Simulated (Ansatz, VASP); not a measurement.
Si4F: VASP beside Ansatz

```
CELL_PARAMETERS angstrom
4.89053 0.00000 0.00000
-2.44527 4.23533 0.00000
0.00000 0.00000 5.76420
ATOMIC_POSITIONS crystal
Si 0.50000 0.00000 0.04815
Si 0.00000 0.50000 0.04815
Si 0.50000 0.50000 0.04815
Si 0.00000 0.00000 0.87990
F 0.00000 0.00000 0.59765
```

Alike in both runs: task relaxation of cell and atoms; functional PBE; k mesh 12 × 12 × 8; occupations gaussian, width 0.1 eV; no spin polarisation.

|  | VASP | Ansatz |
| --- | --- | --- |
| version | VASP 6.6.1 | Ansatz 0.2.0 |
| potentials or method | VASP PAW PBE potentials, release 64 (Si, F), cutoff 600 eV | scalar-relativistic, plane waves, PAW |
| valence electrons in the cell | 23 | 23 |

VASP gave:

* gap on the k mesh at the Fermi level, each at its own relaxed structure (eV): none
* relaxed volume (Å³/atom): 23.60
* relaxed cell length with the largest relative difference (Å): 5.690

Question: What did Ansatz give for the same quantities?

Answer: gap on the k mesh at the Fermi level, each at its own relaxed structure (eV): none; relaxed volume (Å³/atom): 24.21; relaxed cell length with the largest relative difference (Å): 5.834.

A gap of «none» marks a metal or a gap that the smearing closes.
